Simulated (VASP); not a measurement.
Write the native input for VASP 6.6.1 that does the following.

```
Task                   : single point
Functional             : PBE
Potentials or basis    : VASP PAW PBE potentials, release 64 (Hf_pv, O)
Cutoff                 : 520 eV
k mesh                 : 6 × 6 × 6
Occupations            : gaussian, width 0.01 eV
Spin                   : no spin polarisation
Dipole correction      : no
Further INCAR settings : ALGO = Normal; EDIFF = 1e-06; NBANDS = 18
```

The structure of HfO2 lies in POSCAR:

```
HfO2
1.0
    0.0377455698      2.5416360659      2.5416360659
    2.5416360659      0.0377455698      2.5416360659
    2.5416360659      2.5416360659      0.0377455698
Hf O
1 2
Direct
    0.0000000000      0.0000000000      0.0000000000
    0.2489845288      0.2489845288      0.2489845288
    0.7510154712      0.7510154712      0.7510154712
```

This cell differs from its parent crystal: epitaxial 111 strain -1.0%.

One way to write it, as run:

INCAR

```
SYSTEM = HfO2
PREC = Accurate
ENCUT = 520
EDIFF = 1E-6
ISMEAR = 0
SIGMA = 0.01
LREAL = .False.
LASPH = .True.
NELM = 100
ALGO = Normal
ISIF = 2
LWAVE = .False.
LCHARG = .False.
GGA = PE
NBANDS = 18
```

KPOINTS

```
regular mesh
0
Gamma
  6 6 6
  0 0 0
```

Potentials or basis: VASP PAW PBE potentials, release 64 (Hf_pv, O).

Command:

```console
$ cat potpaw_PBE.64/Hf_pv/POTCAR potpaw_PBE.64/O/POTCAR > POTCAR
$ mpirun -np 1 vasp_std > vasp.out
```

Results of the run:

| Quantity | Value |
| --- | --- |
| Pressure | 4.3 GPa |
| Largest force | 0.005 eV/Å |
| Band gap on the k mesh | 3.84 eV |

Caveat: the cell differs from its parent crystal (epitaxial 111 strain -1.0%); the cell stands under pressure; spin-orbit coupling is left out, which moves the levels of the heavy elements.

Wall time 8.5 s on 1 thread of Intel(R) Xeon(R) 6975P-C (Granite Rapids) (shared host), peak memory 0.16 GiB.
